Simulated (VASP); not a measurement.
Here is a VASP 6.6.1 calculation.

INCAR

```
ALGO     = Normal         # electronic algorithm
EDIFF    = 1E-6           # SCF threshold, eV
ENCUT    = 500            # plane-wave cutoff, eV
GGA      = PE             # functional
GGA_COMPAT= False        
ISIF     = 2              # what is computed and relaxed
ISMEAR   = 1              # smearing method
LASPH    = True           # aspherical terms in the spheres
LCHARG   = True           # write CHGCAR
LELF     = True           # ELF
LREAL    = False          # projectors in reciprocal space
LVHAR    = True         
LWAVE    = False          # write WAVECAR
NBANDS   = 12             # bands
NELM     = 120            # most SCF steps
PREC     = Accurate       # precision mode
SIGMA    = 0.067          # smearing width, eV
```

KPOINTS

```
k-points
0
Gamma
  2 2 2
```

Contents of POSCAR:

```
Ti
1.0
    0.0000000000      2.3133958014      2.3133958014
    2.3133958014      0.0000000000      2.3133958014
    2.3133958014      2.3133958014      0.0000000000
Ti
1
Direct
    0.0000000000      0.0000000000      0.0000000000
```

Potentials or basis: VASP PAW PBE potentials, release 64 (Ti_sv).

Run with:

```sh
$ cat potpaw_PBE.64/Ti_sv/POTCAR > POTCAR
$ mpirun -np 1 vasp_std > vasp.out
```

(1) Predict the pressure.

(2) Predict the band gap on the k mesh.

Results:

(1) -22.9 GPa.

(2) zero (band 6 reaches 5.23 eV, above the bottom of band 7 at 5.19 eV).

Caveat: the k points lie up to 1.18 Å⁻¹ apart.
